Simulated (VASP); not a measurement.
# RbNaP3 (R-3m) in VASP: single point with PBE

Aim: the single point of RbNaP3 with PBE.

All numbers are computed with VASP 6.6.1; they aren't measurements. Logs are shortened: lines on timing, memory, paths and dates and some standing lists are left out, and cuts for length are marked.

## 1. The cell of the first run

The structure is trigonal, space group R-3m (No. 166). The conventional cell has a = 8.516 Å, b = 8.516 Å, c = 6.374 Å, α = 90.00°, β = 90.00°, γ = 120.00°. Rb (site symmetry -3m) has 2 Na at 3.19 Å and 6 P at 3.25 Å within 4.2 Å. Na (site symmetry -3m) has 6 P at 2.68 Å and 2 Rb at 3.19 Å within 3.5 Å. Within 3.5 Å of P (site symmetry 2/m) lie 2 Na at 2.68 Å and 2 Rb at 3.25 Å and 4 P at 3.25 Å.

## 2. Single point, PBE

File INCAR:

```
SYSTEM = RbNaP3
PREC = Accurate ; ENCUT = 520
EDIFF = 1E-6 ; ISMEAR = 0
SIGMA = 0.1 ; LREAL = .FALSE.
LASPH = .TRUE. ; NELM = 80
ALGO = Normal ; ISIF = 2
LWAVE = .FALSE. ; LCHARG = .TRUE.
GGA = PE ; LELF = .TRUE.
LVHAR = .TRUE. ; NBANDS = 24
```

File KPOINTS:

```
Automatic mesh
0
G
  6 6 6
  0 0 0
```

File POSCAR:

```
RbNaP3
1.0
    4.2578398996      2.4582650122      2.1246867989
   -4.2578398996      2.4582650122      2.1246867989
    0.0000000000     -4.9165300243      2.1246867989
Rb Na P
1 1 3
Direct
    0.5000000000      0.5000000000      0.5000000000
    0.0000000000      0.0000000000      0.0000000000
    0.0000000000      0.5000000000      0.0000000000
    0.5000000000      0.0000000000      0.0000000000
    0.0000000000      0.0000000000      0.5000000000
```

Potentials or basis: VASP PAW PBE potentials, release 64 (Rb_sv, Na_pv, P).

Started as:

```
$ cat potpaw_PBE.64/Rb_sv/POTCAR potpaw_PBE.64/Na_pv/POTCAR potpaw_PBE.64/P/POTCAR > POTCAR
$ mpirun -np 1 vasp_std > vasp.out
```

OUTCAR:

```text
SYSTEM = RbNaP3
   PREC = Accurate
   ENCUT = 520
   EDIFF = 1E-6
   ISMEAR = 0
   LREAL = .FALSE.
   LASPH = .TRUE.
   NELM = 80
   ISIF = 2
   GGA = PE

 ion  position               nearest neighbor table
   1  0.500  0.500  0.500-   2 3.19   2 3.19   4 3.25   4 3.25   3 3.25   3 3.25   5 3.25   5 3.25
                             3 4.26   4 4.26   4 4.26   3 4.26   5 4.26   5 4.26
   2  0.000  0.000  0.000-   5 2.68   5 2.68   3 2.68   4 2.68   3 2.68   4 2.68   1 3.19   1 3.19

   3  0.000  0.500  0.000-   2 2.68   2 2.68   1 3.25   1 3.25   1 4.26   1 4.26
   4  0.500  0.000  0.000-   2 2.68   2 2.68   1 3.25   1 3.25   1 4.26   1 4.26
   5  0.000  0.000  0.500-   2 2.68   2 2.68   1 3.25   1 3.25   1 4.26   1 4.26

  LATTYP: Found a trigonal (rhomboedric) cell.
 ALAT       =     5.3559837074
 COS(alpha) =    -0.2639507615

  Lattice vectors:

 A1 = (   4.2578398996,   2.4582650122,   2.1246867989)
 A2 = (  -4.2578398996,   2.4582650122,   2.1246867989)
 A3 = (   0.0000000000,  -4.9165300243,   2.1246867989)

Analysis of symmetry for initial positions (statically):
=====================================================================
 Subroutine PRICEL returns:
 Original cell was already a primitive cell.

 Routine SETGRP: Setting up the symmetry group for a
 trigonal (rhombohedral) supercell.

 Subroutine GETGRP returns: Found 12 space group operations
 (whereof 12 operations were pure point group operations)
 out of a pool of 12 trial point group operations.

The static configuration has the point symmetry D_3d.

Analysis of symmetry for dynamics (positions and initial velocities):
=====================================================================
 Subroutine PRICEL returns:
 Original cell was already a primitive cell.

 Routine SETGRP: Setting up the symmetry group for a
 trigonal (rhombohedral) supercell.

 Subroutine GETGRP returns: Found 12 space group operations
 (whereof 12 operations were pure point group operations)
 out of a pool of 12 trial point group operations.

The dynamic configuration has the point symmetry D_3d.

 Subroutine INISYM returns: Found 12 space group operations
 (whereof 12 operations are pure point group operations),
 and found     1 'primitive' translations

----------------------------------------------------------------------------------------

                                     Primitive cell

  volume of cell :     133.4333

  direct lattice vectors                    reciprocal lattice vectors
     4.257839900  2.458265012  2.124686799     0.117430437  0.067798494  0.156885868
    -4.257839900  2.458265012  2.124686799    -0.117430437  0.067798494  0.156885868
     0.000000000 -4.916530024  2.124686799     0.000000000 -0.135596989  0.156885868

  length of vectors
     5.355983707  5.355983707  5.355983707     0.207363736  0.207363736  0.207363736

  position of ions in fractional coordinates (direct lattice)
     0.500000000  0.500000000  0.500000000
     0.000000000  0.000000000  0.000000000
     0.000000000  0.500000000  1.000000000
     0.500000000  0.000000000  1.000000000
     0.000000000  0.000000000  0.500000000

  ion indices of the primitive-cell ions
   primitive index   ion index
                 1           1
                 2           2
                 3           3
                 4           4
                 5           5

----------------------------------------------------------------------------------------

 KPOINTS: Automatic mesh

Automatic generation of k-mesh.
 Grid dimensions read from file:
 generate k-points for:    6    6    6

 Generating k-lattice:

  Cartesian coordinates                     Fractional coordinates (reciprocal lattice)
     0.019571739  0.011299749  0.026147645     0.166666667  0.000000000  0.000000000
    -0.019571739  0.011299749  0.026147645     0.000000000  0.166666667  0.000000000
     0.000000000 -0.022599498  0.026147645    -0.000000000 -0.000000000  0.166666667

  Length of vectors
     0.034560623  0.034560623  0.034560623

  Shift w.r.t. Gamma in fractional coordinates (k-lattice)
     0.000000000  0.000000000  0.000000000

 Subroutine IBZKPT returns following result:
 ===========================================

 Found     32 irreducible k-points:

 Following reciprocal coordinates:
            Coordinates               Weight
  0.000000  0.000000  0.000000      1.000000
  0.166667  0.000000  0.000000      6.000000
  0.333333  0.000000  0.000000      6.000000
  0.500000  0.000000  0.000000      3.000000
  0.166667  0.166667  0.000000      6.000000
  0.333333  0.166667  0.000000     12.000000
[... 16 lines left out ...]
  0.500000  0.500000  0.166667      6.000000
 -0.333333  0.500000  0.166667     12.000000
 [... further k-points ...]
   k-points           NKPTS =     32   k-points in BZ     NKDIM =     32   number of bands    NBANDS=     24
   number of dos      NEDOS =    301   number of ions     NIONS =      5
   total plane-waves  NPLWV =  64000
   dimension x,y,z NGX =    40 NGY =   40 NGZ =   40
   dimension x,y,z NGXF=    80 NGYF=   80 NGZF=   80
   ions per type =               1   1   3
   NGX,Y,Z   is equivalent  to a cutoff of  12.42, 12.42, 12.42 a.u.
   NGXF,Y,Z  is equivalent  to a cutoff of  24.83, 24.83, 24.83 a.u.
 SYSTEM =  RbNaP3
   PREC   = accura    normal or accurate (medium, high low for compatibility)
   ISTART =      0    job   : 0-new  1-cont  2-samecut
   ICHARG =      2    charge: 1-file 2-atom 10-const
   ISPIN  =      1    spin polarized calculation?
   LNONCOLLINEAR =      F non collinear calculations
   LSORBIT =      F    spin-orbit coupling
   LASPH  =      T    aspherical Exc in radial PAW
   ENCUT  =  520.0 eV  38.22 Ry    6.18 a.u.   9.96  9.96  9.96*2*pi/ulx,y,z
   NELM   =     80;   NELMIN=  2; NELMDL= -5     # of ELM steps
   EDIFF  = 0.1E-05   stopping-criterion for ELM
   LREAL  =      F    real-space projection
   EDIFFG = 0.1E-04   stopping-criterion for IOM
   NSW    =      0    number of steps for IOM
   IBRION =     -1    ionic relax: 0-MD 1-quasi-New 2-CG
   NFREE  =      0    steps in history (QN), initial steepest desc. (CG)
   ISIF   =      2    stress and relaxation
   ISYM   =      2    0-nonsym 1-usesym 2-fastsym
   POTIM  = 0.5000    time-step for ionic-motion
   TEBEG  =    0.0;   TEEND  =   0.0 temperature during run
   PSTRESS=    0.0 pullay stress
   NELECT =      31.0000    total number of electrons
   NUPDOWN=      -1.0000    fix difference up-down
   EMIN   =  10.00;   EMAX   =-10.00  energy-range for DOS
   EFERMI =   0.00;   METHOD = LEGACY
   ISMEAR =     0;   SIGMA  =   0.10  broadening in eV -4-tet -1-fermi 0-gaus
   EFERMI_NEDOS =   21; number of points for ismear=-14 and -15
   IALGO  =     38    algorithm
   IMIX   =      4    mixing-type and parameters
     AMIX     =   0.40;   BMIX     =  1.00
     AMIX_MAG =   1.60;   BMIX_MAG =  1.00
  volume/ion in A,a.u.               =      26.69       180.09
  Fermi-wavevector in a.u.,A,eV,Ry     =   1.006408  1.901835 13.780752  1.012857
  Thomas-Fermi vector in A             =   2.139148
   LORBIT       =      0    0 simple, 1 ext, 2 COOP (PROOUT), +10 PAW based schemes
   GGA     = PE    functional components
   LHFCALC =     F    Hartree Fock is set to
   AEXX    =    0.0000 exact exchange contribution
   IVDW    =     0    specifies the selected vdW correction
   LEPSILON=     F    determine dielectric tensor
   LRPA    =     F    only Hartree local field effects (RPA)
 non-spin polarized calculation
 Gauss-broadening in eV      SIGMA  =   0.10
  energy-cutoff  :      520.00
  volume of cell :      133.43
 maximum number of plane-waves:      3614
   NGX = 19   NGY = 19   NGZ = 19

 number of electron      31.0000018 magnetization

 Free energy of the ion-electron system (eV)
  ---------------------------------------------------
  ext. energy  EPLUGINS =         0.00000000
  ---------------------------------------------------
  free energy    TOTEN  =       -14.37580111 eV

  energy without entropy =      -14.34417907  energy(sigma->0) =      -14.35999009

 E-fermi :   1.5847     XC(G=0):  -8.4817

 val. band max:        1.5715645189   @ k =   0.5000   0.5000   0.0000
 cond. band min:       1.5907221401   @ k =  -0.1667   0.1667   0.0000
 fundamental gap:      0.0191576212
 Fermi energy:         1.5846978754

 k-point     1 :       0.0000    0.0000    0.0000
  band No.  band energies     occupation
      1     -24.0855      2.00000
      2     -21.0159      2.00000
      3     -20.9762      2.00000
      4     -20.9762      2.00000
      5      -8.4523      2.00000
      6      -8.4167      2.00000
[... 16 lines left out ...]
     23       6.5399      0.00000
     24       8.3487      0.00000

 k-point     2 :       0.1667    0.0000    0.0000
  band No.  band energies     occupation
      1     -24.0856      2.00000
      2     -21.0150      2.00000
      3     -20.9767      2.00000
      4     -20.9762      2.00000
      5      -8.6987      2.00000
      6      -8.3344      2.00000
[... 16 lines left out ...]
     23       7.0147      0.00000
     24       8.6125      0.00000

 k-point     3 :       0.3333    0.0000    0.0000
  band No.  band energies     occupation
      1     -24.0858      2.00000
      2     -21.0131      2.00000
      3     -20.9778      2.00000
      4     -20.9761      2.00000
      5      -8.8624      2.00000
      6      -8.3623      2.00000
[... 16 lines left out ...]
     23       7.8745      0.00000
     24       9.2122      0.00000

 k-point     4 :       0.5000    0.0000    0.0000
  band No.  band energies     occupation
      1     -24.0860      2.00000
      2     -21.0122      2.00000
      3     -20.9783      2.00000
      4     -20.9761      2.00000
      5      -8.9156      2.00000
      6      -8.3891      2.00000
[... 16 lines left out ...]
     23       8.2957      0.00000
     24       8.5163      0.00000

 k-point     5 :       0.1667    0.1667    0.0000
  band No.  band energies     occupation
      1     -24.0861      2.00000
      2     -21.0130      2.00000
      3     -20.9770      2.00000
      4     -20.9764      2.00000
      5      -8.8293      2.00000
      6      -8.3519      2.00000
[... 16 lines left out ...]
     23       7.5624      0.00000
     24       8.9598      0.00000

 k-point     6 :       0.3333    0.1667    0.0000
  band No.  band energies     occupation
      1     -24.0860      2.00000
      2     -21.0122      2.00000
      3     -20.9779      2.00000
      4     -20.9765      2.00000
      5      -8.8750      2.00000
      6      -8.4269      2.00000
[... 16 lines left out ...]
     23       8.2959      0.00000
     24       9.1518      0.00000
[... 379 lines left out ...]
 k-point    21 :      -0.3333    0.3333    0.1667
  band No.  band energies     occupation
      1     -24.0842      2.00000
      2     -21.0155      2.00000
      3     -20.9786      2.00000
      4     -20.9774      2.00000
      5      -8.7051      2.00000
      6      -8.4818      2.00000
[... 16 lines left out ...]
     23       8.3247      0.00000
     24       8.8661      0.00000

 k-point    22 :      -0.1667    0.3333    0.1667
  band No.  band energies     occupation
      1     -24.0855      2.00000
      2     -21.0133      2.00000
      3     -20.9780      2.00000
      4     -20.9769      2.00000
      5      -8.8075      2.00000
      6      -8.3716      2.00000
[... 16 lines left out ...]
     23       7.8704      0.00000
     24       8.8603      0.00000

 k-point    23 :       0.5000    0.5000    0.1667
  band No.  band energies     occupation
      1     -24.0838      2.00000
      2     -21.0157      2.00000
      3     -20.9794      2.00000
      4     -20.9777      2.00000
      5      -8.6261      2.00000
      6      -8.5797      2.00000
[... 16 lines left out ...]
     23       8.5831      0.00000
     24       9.2850      0.00000

 k-point    24 :      -0.3333    0.5000    0.1667
  band No.  band energies     occupation
      1     -24.0849      2.00000
      2     -21.0135      2.00000
      3     -20.9790      2.00000
      4     -20.9775      2.00000
      5      -8.6978      2.00000
      6      -8.4904      2.00000
[... 16 lines left out ...]
     23       8.8518      0.00000
     24       9.0375      0.00000

 [... further k-points ...]
[... 5 lines left out ...]
  --------------------------------------------------------------------------------------
  -------------------------------------------------------------------------------------
  Total        0.0418903      0.0418903      0.0459058      0.0000000      0.0000000      0.0000000
  in kB        0.5029908      0.5029908      0.5512055      0.0000000      0.0000000      0.0000000
  external PRESSURE =       0.5190624 kB  Pullay stress =       0.0000000 kB

 VOLUME and BASIS-vectors are now :
 -----------------------------------------------------------------------------
  energy-cutoff  :      520.00
  volume of cell :      133.43
      direct lattice vectors                 reciprocal lattice vectors
     4.257839900  2.458265012  2.124686799     0.117430437  0.067798494  0.156885868
    -4.257839900  2.458265012  2.124686799    -0.117430437  0.067798494  0.156885868
     0.000000000 -4.916530024  2.124686799     0.000000000 -0.135596989  0.156885868

 POSITION                                       TOTAL-FORCE (eV/Angst)
 -----------------------------------------------------------------------------------
      0.00000      0.00000      3.18703        -0.000000     -0.000000     -0.000000
      0.00000      0.00000      0.00000        -0.000000      0.000000      0.000000
     -2.12892      1.22913      1.06234        -0.000000     -0.000000     -0.000000
      2.12892      1.22913      1.06234        -0.000000      0.000000      0.000000
      0.00000     -2.45827      1.06234         0.000000     -0.000000     -0.000000
 -----------------------------------------------------------------------------------
    total drift:                               -0.000000      0.000000      0.000000

  FREE ENERGIE OF THE ION-ELECTRON SYSTEM (eV)
  ---------------------------------------------------
  free  energy   TOTEN  =       -14.3758011124 eV

  energy  without entropy=      -14.3441790742  energy(sigma->0) =      -14.35999009
```

It took 90 s on 1 thread of Oxide Virtual Turin-like, shared host; peak memory 0.25 GiB.

What came out:

* Free energy: -14.3758 eV
* Pressure: 0.1 GPa

Levels at points of the mesh, in eV from the Fermi level:
| k point | band 14 | band 15 | band 16 | band 17 | band 18 | band 19 |
| --- | --- | --- | --- | --- | --- | --- |
| (0.00, 0.00, 0.00) | -0.35 | 0.13 | 0.13 | 2.60 | 2.61 | 2.61 |
| (0.50, 0.00, 0.00) | -0.50 | -0.30 | -0.10 | -0.03 | 0.09 | 2.45 |
| (0.50, 0.50, 0.00) | -0.50 | -0.22 | -0.01 | 0.21 | 0.28 | 2.59 |
| (0.50, 0.50, 0.50) | -0.14 | 0.39 | 0.39 | 2.56 | 2.64 | 2.64 |
